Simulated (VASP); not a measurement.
Set up this calculation in VASP 6.6.1, as the native input.

- Task: single point
- Functional: PBE
- Potentials or basis: VASP PAW PBE potentials, release 64 (Ru_pv, C)
- Cutoff: 520 eV
- k mesh: 6 × 6 × 6
- Occupations: gaussian, width 0.1 eV
- Spin: no spin polarisation
- Dipole correction: no
- Further INCAR settings: ALGO = Normal; EDIFF = 1e-06; NBANDS = 23

The structure of RuC4 lies in POSCAR:

```
RuC4
1.0
   -3.4589186102      3.4589186102      1.2333394035
    3.4589186102     -3.4589186102      1.2333394035
    3.4589186102      3.4589186102     -1.2333394035
Ru C
1 4
Direct
    0.0000000000      0.0000000000      0.0000000000
    0.7819816634      0.7820126036      0.5639942669
    0.2180183366      0.2179873964      0.4360057331
    0.2179873964      0.7819816634     -0.0000309402
    0.7820126036      0.2180183366      1.0000309402
```

These files were run (other wordings do the same):

INCAR

```
PREC = Accurate
ENCUT = 520
EDIFF = 1E-6
ISMEAR = 0
SIGMA = 0.1
LREAL = F
LASPH = T
NELM = 80
ALGO = Normal
ISIF = 2
LWAVE = F
LCHARG = T
GGA = PE
LELF = T
LVHAR = T
NBANDS = 23
```

KPOINTS

```
Automatic mesh
0
Gamma
  6 6 6
```

Potentials or basis: VASP PAW PBE potentials, release 64 (Ru_pv, C).

Launch:

```bash
$ cat potpaw_PBE.64/Ru_pv/POTCAR potpaw_PBE.64/C/POTCAR > POTCAR
$ mpirun -np 1 vasp_std > vasp.out
```

Results of the run:

| Item | Value |
| --- | --- |
| Pressure | 0.3 GPa |
| Largest force | 0.026 eV/Å |
| Band gap on the k mesh | zero (band 15 reaches 5.26 eV, above the bottom of band 16 at 3.11 eV) |

Caveat: the k points lie up to 0.45 Å⁻¹ apart.

It took 37 s on 1 thread of Intel(R) Xeon(R) 6975P-C (Granite Rapids) (shared host), peak memory 0.25 GiB.
